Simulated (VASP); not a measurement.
Au, 3 atoms in the cell. It takes space group Fm-3m (No. 225, cubic). The conventional cell has a = 5.951 Å, b = 5.951 Å, c = 5.951 Å, α = 90.00°, β = 90.00°, γ = 90.00°. Au (site symmetry m-3m) has 8 Au at 2.58 Å within 3.4 Å. Within 3.4 Å of Au (site symmetry -43m) lie 10 Au at 2.58 to 2.98 Å. 

| Quantity | Value |
| --- | --- |
| Program | VASP 6.6.1 |
| Task | relaxation of cell and atoms |
| Functional | PBE |
| Potentials or basis | VASP PAW PBE potentials, release 64 (Au) |
| Cutoff | 600 eV |
| k mesh | 6 × 6 × 6 |
| Occupations | gaussian, width 0.1 eV |
| Spin | no spin polarisation |
| Dipole correction | no |
| Further INCAR settings | ALGO = Normal; EDIFF = 1e-07; IBRION = 2; EDIFFG = -0.04; NSW = 90; ISIF = 3 |

Potentials or basis: VASP PAW PBE potentials, release 64 (Au).

The run is started by

```sh
$ cat potpaw_PBE.64/Au/POTCAR > POTCAR
$ mpirun -np 1 vasp_std > vasp.out
```

Hardware: 1 thread of Intel(R) Xeon(R) Platinum 8488C (Sapphire Rapids), on a shared host.

Problem. How long does it take, and how much memory?

Solution. It took 93 s on 1 thread of Intel(R) Xeon(R) Platinum 8488C (Sapphire Rapids), with other jobs on the host, peak memory 0.21 GiB. Counts: scf iterations 54, k points 16, ion steps 5.
